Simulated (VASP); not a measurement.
# HfB2 (P6/mmm) in VASP: further runs

HfB2 is run at these levels: r2SCAN; tasks: single point.

Program: VASP 6.6.1. These are calculated values, not measurements. Logs are shortened: lines on timing, memory, paths and dates and some standing lists are left out, and cuts for length are marked.

**1. The cell of the first run**

It takes space group P6/mmm (No. 191, hexagonal). The conventional cell has a = 3.140 Å, b = 3.140 Å, c = 3.480 Å, α = 90.00°, β = 90.00°, γ = 120.00°. Hf (site symmetry 6/mmm) has 12 B at 2.51 Å and 6 Hf at 3.14 Å within 3.3 Å. Within 2.4 Å of B (site symmetry -6m2) lie 3 B at 1.81 Å.

**2. Single point, r2SCAN**

POSCAR

```
HfB2
1.0
    3.1400000000      0.0000000000      0.0000000000
   -1.5700000000      2.7193197679      0.0000000000
    0.0000000000      0.0000000000      3.4800000000
Hf B
1 2
Direct
    0.0000000000      0.0000000000      0.0000000000
    0.3333333333      0.6666666667      0.5000000000
    0.6666666667      0.3333333333      0.5000000000
```

INCAR.step1

```
SYSTEM = HfB2
PREC = Accurate
ENCUT = 520
ISMEAR = 0
SIGMA = 0.1
LREAL = .FALSE.
LASPH = .TRUE.
NELM = 100
NBANDS = 15
GGA = PE
ALGO = Normal
EDIFF = 1E-4
LWAVE = .TRUE.
LCHARG = .FALSE.
```

INCAR.step2

```
SYSTEM = HfB2
PREC = Accurate
ENCUT = 520
EDIFF = 1E-6
ISMEAR = 0
SIGMA = 0.1
LREAL = .FALSE.
LASPH = .TRUE.
NELM = 100
ALGO = Normal
ISIF = 2
LWAVE = .FALSE.
LCHARG = .TRUE.
METAGGA = R2SCAN
LMIXTAU = .TRUE.
LELF = .TRUE.
LVHAR = .TRUE.
NBANDS = 15
ISTART = 1
```

KPOINTS

```
regular mesh
0
G
  11 11 9
  0 0 0
```

Potentials or basis: VASP PAW PBE potentials, release 64 (Hf_pv, B).

Started as:

```bash
> cat potpaw_PBE.64/Hf_pv/POTCAR potpaw_PBE.64/B/POTCAR > POTCAR
> cp INCAR.step1 INCAR
> mpirun -np 1 vasp_std > vasp.out
> cp INCAR.step2 INCAR
> mpirun -np 1 vasp_std > vasp.out
```

OUTCAR:

```text
SYSTEM = HfB2
   PREC = Accurate
   ENCUT = 520
   EDIFF = 1E-6
   ISMEAR = 0
   LREAL = .FALSE.
   LASPH = .TRUE.
   NELM = 100
   ISIF = 2
   METAGGA = R2SCAN
   ISTART = 1

 ion  position               nearest neighbor table
   1  0.000  0.000  0.000-   2 2.51   3 2.51   2 2.51   3 2.51   3 2.51   3 2.51   2 2.51   2 2.51
                             3 2.51   3 2.51   2 2.51   2 2.51
   2  0.333  0.667  0.500-   3 1.81   3 1.81   3 1.81   1 2.51   1 2.51   1 2.51   1 2.51   1 2.51
                             1 2.51
   3  0.667  0.333  0.500-   2 1.81   2 1.81   2 1.81   1 2.51   1 2.51   1 2.51   1 2.51   1 2.51
                             1 2.51

  LATTYP: Found a hexagonal cell.
 ALAT       =     3.1400000000
 C/A-ratio  =     1.1082802548

  Lattice vectors:

 A1 = (   3.1400000000,   0.0000000000,   0.0000000000)
 A2 = (  -1.5700000000,   2.7193197679,   0.0000000000)
 A3 = (   0.0000000000,   0.0000000000,   3.4800000000)

Analysis of symmetry for initial positions (statically):
=====================================================================
 Subroutine PRICEL returns:
 Original cell was already a primitive cell.

 Routine SETGRP: Setting up the symmetry group for a
 hexagonal supercell.

 Subroutine GETGRP returns: Found 24 space group operations
 (whereof 24 operations were pure point group operations)
 out of a pool of 24 trial point group operations.

The static configuration has the point symmetry D_6h.

Analysis of symmetry for dynamics (positions and initial velocities):
=====================================================================
 Subroutine PRICEL returns:
 Original cell was already a primitive cell.

 Routine SETGRP: Setting up the symmetry group for a
 hexagonal supercell.

 Subroutine GETGRP returns: Found 24 space group operations
 (whereof 24 operations were pure point group operations)
 out of a pool of 24 trial point group operations.

The dynamic configuration has the point symmetry D_6h.

 Subroutine INISYM returns: Found 24 space group operations
 (whereof 24 operations are pure point group operations),
 and found     1 'primitive' translations

----------------------------------------------------------------------------------------

                                     Primitive cell

  volume of cell :      29.7146

  direct lattice vectors                    reciprocal lattice vectors
     3.140000000  0.000000000  0.000000000     0.318471338  0.183869512  0.000000000
    -1.570000000  2.719319768  0.000000000     0.000000000  0.367739025  0.000000000
     0.000000000  0.000000000  3.480000000     0.000000000  0.000000000  0.287356322

  length of vectors
     3.140000000  3.140000000  3.480000000     0.367739025  0.367739025  0.287356322

  position of ions in fractional coordinates (direct lattice)
     0.000000000  0.000000000  0.000000000
     0.333333333  0.666666667  0.500000000
     0.666666667  0.333333333  0.500000000

  ion indices of the primitive-cell ions
   primitive index   ion index
                 1           1
                 2           2
                 3           3

----------------------------------------------------------------------------------------

 KPOINTS: regular mesh

Automatic generation of k-mesh.
 Grid dimensions read from file:
 generate k-points for:   11   11    9

 Generating k-lattice:

  Cartesian coordinates                     Fractional coordinates (reciprocal lattice)
     0.028951940  0.016715410  0.000000000     0.090909091  0.000000000  0.000000000
     0.000000000  0.033430820  0.000000000     0.000000000  0.090909091  0.000000000
     0.000000000  0.000000000  0.031928480     0.000000000  0.000000000  0.111111111

  Length of vectors
     0.033430820  0.033430820  0.031928480

  Shift w.r.t. Gamma in fractional coordinates (k-lattice)
     0.000000000  0.000000000  0.000000000

 Subroutine IBZKPT returns following result:
 ===========================================

 Found     80 irreducible k-points:

 Following reciprocal coordinates:
            Coordinates               Weight
  0.000000  0.000000  0.000000      1.000000
  0.090909  0.000000  0.000000      6.000000
  0.181818  0.000000  0.000000      6.000000
  0.272727  0.000000  0.000000      6.000000
  0.363636  0.000000  0.000000      6.000000
  0.454545  0.000000  0.000000      6.000000
[... 16 lines left out ...]
  0.090909  0.090909  0.111111     12.000000
  0.181818  0.090909  0.111111     24.000000
 [... further k-points ...]
   k-points           NKPTS =     80   k-points in BZ     NKDIM =     80   number of bands    NBANDS=     15
   number of dos      NEDOS =    301   number of ions     NIONS =      3
   total plane-waves  NPLWV =  16128
   dimension x,y,z NGX =    24 NGY =   24 NGZ =   28
   dimension x,y,z NGXF=    48 NGYF=   48 NGZF=   56
   ions per type =               1   2
   NGX,Y,Z   is equivalent  to a cutoff of  12.71, 12.71, 13.38 a.u.
   NGXF,Y,Z  is equivalent  to a cutoff of  25.41, 25.41, 26.75 a.u.
 SYSTEM =  HfB2
   PREC   = accura    normal or accurate (medium, high low for compatibility)
   ISTART =      1    job   : 0-new  1-cont  2-samecut
   ICHARG =      0    charge: 1-file 2-atom 10-const
   ISPIN  =      1    spin polarized calculation?
   LNONCOLLINEAR =      F non collinear calculations
   LSORBIT =      F    spin-orbit coupling
   LASPH  =      T    aspherical Exc in radial PAW
   ENCUT  =  520.0 eV  38.22 Ry    6.18 a.u.   5.84  5.84  6.47*2*pi/ulx,y,z
   NELM   =    100;   NELMIN=  2; NELMDL=  0     # of ELM steps
   EDIFF  = 0.1E-05   stopping-criterion for ELM
   LREAL  =      F    real-space projection
   EDIFFG = 0.1E-04   stopping-criterion for IOM
   NSW    =      0    number of steps for IOM
   IBRION =     -1    ionic relax: 0-MD 1-quasi-New 2-CG
   NFREE  =      0    steps in history (QN), initial steepest desc. (CG)
   ISIF   =      2    stress and relaxation
   ISYM   =      2    0-nonsym 1-usesym 2-fastsym
   POTIM  = 0.5000    time-step for ionic-motion
   TEBEG  =    0.0;   TEEND  =   0.0 temperature during run
   PSTRESS=    0.0 pullay stress
   NELECT =      16.0000    total number of electrons
   NUPDOWN=      -1.0000    fix difference up-down
   EMIN   =  10.00;   EMAX   =-10.00  energy-range for DOS
   EFERMI =   0.00;   METHOD = LEGACY
   ISMEAR =     0;   SIGMA  =   0.10  broadening in eV -4-tet -1-fermi 0-gaus
   EFERMI_NEDOS =   21; number of points for ismear=-14 and -15
   IALGO  =     38    algorithm
   IMIX   =      4    mixing-type and parameters
     AMIX     =   0.40;   BMIX     =  1.00
     AMIX_MAG =   1.60;   BMIX_MAG =  1.00
  volume/ion in A,a.u.               =       9.90        66.84
  Fermi-wavevector in a.u.,A,eV,Ry     =   1.331860  2.516850 24.134693  1.773850
  Thomas-Fermi vector in A             =   2.460838
   LORBIT       =      0    0 simple, 1 ext, 2 COOP (PROOUT), +10 PAW based schemes
   METAGGA = R2SCAN    functional components
   LHFCALC =     F    Hartree Fock is set to
   AEXX    =    0.0000 exact exchange contribution
   IVDW    =     0    specifies the selected vdW correction
   LEPSILON=     F    determine dielectric tensor
   LRPA    =     F    only Hartree local field effects (RPA)
 non-spin polarized calculation
 Gauss-broadening in eV      SIGMA  =   0.10
  energy-cutoff  :      520.00
  volume of cell :       29.71
 maximum number of plane-waves:       820
 NGX is ok and might be reduce to    24
   NGX = 11   NGY = 11   NGZ = 13

 number of electron      15.9999997 magnetization

 Free energy of the ion-electron system (eV)
  ---------------------------------------------------
  ext. energy  EPLUGINS =         0.00000000
  ---------------------------------------------------
  free energy    TOTEN  =       -63.09433667 eV

  energy without entropy =      -63.09357110  energy(sigma->0) =      -63.09395388

 E-fermi :   7.6628     XC(G=0): -13.5484

 val. band max:        7.5514642961   @ k =   0.0000   0.0000   0.2222
 cond. band min:       7.6843649080   @ k =   0.2727   0.1818   0.0000
 fundamental gap:      0.1329006118
 Fermi energy:         7.6628298640

 k-point     1 :       0.0000    0.0000    0.0000
  band No.  band energies     occupation
      1     -24.1645      2.00000
      2     -23.6528      2.00000
      3     -23.6528      2.00000
      4      -6.9602      2.00000
      5       4.6091      2.00000
      6       4.6390      2.00000
      7       4.6647      2.00000
      8       4.6647      2.00000
      9      11.9466      0.00000
     10      11.9466      0.00000
     11      12.6568      0.00000
     12      12.6568      0.00000
     13      12.8165      0.00000
     14      12.8862      0.00000
     15      12.8862      0.00000

 k-point     2 :       0.0909    0.0000    0.0000
  band No.  band energies     occupation
      1     -24.1536      2.00000
      2     -23.7194      2.00000
      3     -23.6673      2.00000
      4      -6.7729      2.00000
      5       4.1093      2.00000
      6       4.4927      2.00000
      7       4.6435      2.00000
      8       4.7923      2.00000
      9      11.3129      0.00000
     10      11.8155      0.00000
     11      11.8412      0.00000
     12      12.1593      0.00000
     13      13.5046      0.00000
     14      13.8582      0.00000
     15      14.2577      0.00000
[... 365 lines left out ...]
      3     -23.6953      2.00000
      4      -6.2296      2.00000
      5       3.2493      2.00000
      6       3.3601      2.00000
      7       4.4406      2.00000
      8       6.0808      2.00000
      9       9.4682      0.00000
     10      10.8889      0.00000
     11      12.2235      0.00000
     12      13.0891      0.00000
     13      14.2725      0.00000
     14      14.3113      0.00000
     15      14.9662      0.00000

 k-point    24 :       0.1818    0.0909    0.1111
  band No.  band energies     occupation
      1     -24.1313      2.00000
      2     -24.0182      2.00000
      3     -23.7497      2.00000
      4      -5.5682      2.00000
      5       2.0466      2.00000
      6       3.3006      2.00000
      7       3.9820      2.00000
      8       6.2437      2.00000
      9       8.7300      0.00000
     10      11.3093      0.00000
     11      12.0272      0.00000
     12      12.9667      0.00000
     13      14.4027      0.00000
     14      15.1306      0.00000
     15      16.6469      0.00000

 [... further k-points ...]

------------------------ aborting loop because EDIFF is reached ----------------------------------------

  FORCE on cell =-STRESS in cart. coord.  units (eV):
  Direction    XX          YY          ZZ          XY          YZ          ZX
  --------------------------------------------------------------------------------------
  -------------------------------------------------------------------------------------
  Total       -0.2907943     -0.2907943     -0.1311581      0.0000000      0.0000000      0.0000000
  in kB      -15.6793219    -15.6793219     -7.0719071      0.0000000      0.0000000      0.0000000
  external PRESSURE =     -12.8101836 kB  Pullay stress =       0.0000000 kB

 VOLUME and BASIS-vectors are now :
 -----------------------------------------------------------------------------
  energy-cutoff  :      520.00
  volume of cell :       29.71
      direct lattice vectors                 reciprocal lattice vectors
     3.140000000  0.000000000  0.000000000     0.318471338  0.183869512  0.000000000
    -1.570000000  2.719319768  0.000000000     0.000000000  0.367739025  0.000000000
     0.000000000  0.000000000  3.480000000     0.000000000  0.000000000  0.287356322

 POSITION                                       TOTAL-FORCE (eV/Angst)
 -----------------------------------------------------------------------------------
      0.00000      0.00000      0.00000         0.000000      0.000000      0.000000
     -0.00000      1.81288      1.74000         0.000000      0.000000      0.000000
      1.57000      0.90644      1.74000        -0.000000      0.000000      0.000000
 -----------------------------------------------------------------------------------
    total drift:                               -0.000000      0.000000     -0.000000

  FREE ENERGIE OF THE ION-ELECTRON SYSTEM (eV)
  ---------------------------------------------------
  free  energy   TOTEN  =       -63.0943366728 eV

  energy  without entropy=      -63.0935710969  energy(sigma->0) =      -63.09395388
```

Wall time 3 min (1 thread of Intel Xeon 8259CL, shared host); peak memory 0.17 GiB.

What came out:

- Free energy: -63.0943 eV
- Pressure: -1.3 GPa
- Band gap on the k mesh: zero (bands 8 and 9 overlap by 1.35 eV)

Stress tensor (GPa, compression positive):
```
-1.57  0.00  0.00
 0.00 -1.57  0.00
 0.00  0.00 -0.71
```

Levels at points of the mesh, in eV from the Fermi level:
```tsv
k point	band 5	band 6	band 7	band 8	band 9	band 10	band 11	band 12
(0.00, 0.00, 0.00)	-3.05	-3.02	-3.00	-3.00	4.28	4.28	4.99	4.99
```

Caveat: the PAW data sets were made with another functional, which shifts forces and pressure a little; spin-orbit coupling is left out, which moves the levels of the heavy elements.

(Continued in part 2 of 2.)

The gap in the log of VASP goes by the Fermi energy; the results here count the filled bands.